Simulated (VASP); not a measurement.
Set up this calculation in VASP 6.6.1, as the native input.

```
Task                   : single point
Functional             : LDA
Potentials or basis    : VASP PAW LDA potentials, release 64 (Au)
Cutoff                 : 520 eV
k mesh                 : 12 × 12 × 1
Occupations            : gaussian, width 0.1 eV
Spin                   : no spin polarisation
Dipole correction      : yes
Further INCAR settings : ALGO = Normal; EDIFF = 1e-06; NBANDS = 36
```

The structure of Au lies in POSCAR:

```
Au
1.0
    2.8628163663      0.0000000000      0.0000000000
   -1.4314081832      2.4792716996      0.0000000000
    0.0000000000      0.0000000000     24.3499190998
Au
5
Direct
    0.6666666667      0.3333333333      0.3080092369
    0.3333333333      0.6666666667      0.4040046184
    0.0000000000      0.0000000000      0.5000000000
    0.6666666667      0.3333333333      0.5959953816
    0.3333333333      0.6666666667      0.6919907631
```

The input as run:

INCAR

```
  PREC = Accurate
  ENCUT = 520
  EDIFF = 1E-6
  ISMEAR = 0
  SIGMA = 0.1
  LREAL = F
  LASPH = T
  NELM = 80
  ALGO = Normal
  ISIF = 2
  LWAVE = F
  LCHARG = T
  LDIPOL = T
  IDIPOL = 3
  DIPOL = 0.5 0.5 0.500
  GGA = CA
  LELF = T
  LVHAR = T
  LVACPOTAV = T
  NBANDS = 36
```

KPOINTS

```
regular mesh
0
Gamma
  12 12 1
```

Potentials or basis: VASP PAW LDA potentials, release 64 (Au).

Run with:

```bash
$ cat potpaw_LDA.64/Au/POTCAR > POTCAR
$ mpirun -np 1 vasp_std > vasp.out
```

It gave:

* Largest force: 0.151 eV/Å

Run time: 100 s on 1 thread of Intel(R) Xeon(R) Platinum 8488C (Sapphire Rapids), with other jobs on the host, peak memory 0.29 GiB.
